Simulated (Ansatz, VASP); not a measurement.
One calculation of CdS, two programs

Contents of INCAR:

```
PREC = Accurate
ENCUT = 520
EDIFF = 1E-7
ISMEAR = -1
SIGMA = 0.03
LREAL = F
LASPH = T
NELM = 60
ALGO = Normal
ISIF = 2
LWAVE = F
LCHARG = T
GGA = PS
LELF = T
LVHAR = T
NBANDS = 16
```

Contents of KPOINTS:

```
regular mesh
0
Gamma
  8 8 8
```

Contents of POSCAR:

```
CdS
1.0
    0.0000000000      2.4112243722      2.4112243722
    2.4112243722      0.0000000000      2.4112243722
    2.4112243722      2.4112243722      0.0000000000
Cd S
1 1
Direct
    0.0000000000      0.0000000000      0.0000000000
    0.7500000000      0.7500000000      0.7500000000
```

Input for Ansatz:

```yaml
crystal:
  lattice:
    - [0.0, 2.4112243722, 2.4112243722]
    - [2.4112243722, 0.0, 2.4112243722]
    - [2.4112243722, 2.4112243722, 0.0]
  atoms:
    - { symbol: Cd, position: [0.0, 0.0, 0.0] }
    - { symbol: S, position: [0.75, 0.75, 0.75] }
kpoints:
  mp_grid: { grid: [8, 8, 8] }
  band_path:
    path:
      - [0.0, 0.0, 0.0]
      - [-0.5, -0.5, 0.0]
      - [-0.375, -0.375, 0.25]
      - [-0.375, 0.0, 0.375]
      - [0.0, 0.0, 0.0]
      - [0.0, 0.0, 0.5]
      - [-0.5, -0.25, 0.25]
      - [-0.5, -0.5, 0.0]
    npoints: 6
scf:
  occupations: { method: fermi_dirac, width: 0.03 }
hamiltonian:
  xc: pbesol
  pseudopotentials: { kind: paw }
output:
  forces: true
  stress: true
  eigenvalues: true
  populations: true
```

Change from the starting cell: volume scaled by 0.55, PAW files.

Alike in both runs: task single point; functional PBEsol; k mesh 8 × 8 × 8; occupations fermi-dirac, width 0.03 eV; no spin polarisation.

|  | VASP | Ansatz |
| --- | --- | --- |
| version | VASP 6.6.1 | Ansatz 0.2.0 |
| potentials or method | VASP PAW PBE potentials, release 64 (Cd, S) | PAW with Ansatz's default frozen-core files, scalar-relativistic |
| plane-wave cutoff (eV) | 520 | 420 |
| valence electrons in the cell | 18 | 26 |

```tsv
	VASP	Ansatz	Ansatz less VASP
gap on the k mesh at the Fermi level (eV)	1.76	1.62	-0.142
pressure (GPa)	131.1	127.0	-4.12
```

VASP's potentials were made for PBE, not for PBEsol. Both programs put the cell under a high pressure, so it lies far from rest at this level. VASP's potentials hold 18 valence electrons a cell and Ansatz's 26, so a difference there can come from the potentials and not from the codes.

Noted on VASP's run: the cell as given lies far from equilibrium.
